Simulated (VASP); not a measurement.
Runs of VASP 6.6.1 on Ir. The structure is that of space group I4/mmm (No. 139), or close to it. The cells are those of the table. 

```tsv
cell	gap on the mesh (eV)	pressure (GPa)
a = 3.023, b = 3.023, c = 2.372 Å, angles 66.9, 66.9, 46.2°, 1 atom	none	(b)
a = 2.765, b = 2.765, c = 2.630 Å, angles 61.6, 61.6, 56.8°, 1 atom	none	(a)
a = 2.682, b = 2.682, c = 2.791 Å, angles 58.6, 58.6, 62.7°, 1 atom	none	5.6
a = 2.643, b = 2.643, c = 3.134 Å, angles 53.6, 53.6, 72.7°, 1 atom	none	15.4
a = 2.885, b = 2.885, c = 2.488 Å, angles 64.5, 64.5, 51.1°, 1 atom	none	23.4
```

Alike in all rows: task single point; level r2SCAN; potentials or basis VASP PAW PBE potentials, release 64 (Ir); no spin polarisation; k mesh 24 × 24 × 24; cutoff (eV) 520; smearing gaussian 0.15 eV.

Q: Estimate the missing entries.

A: (a) 6.4; (b) 52.2.

Caveats: the PAW data sets were made with another functional, which shifts forces and pressure a little; spin-orbit coupling is left out, which moves the levels of the heavy elements.

A k mesh can miss the band edges, and the runs leave out spin-orbit coupling on Ir.

A gap of «none» marks levels without a gap at the run's occupations.
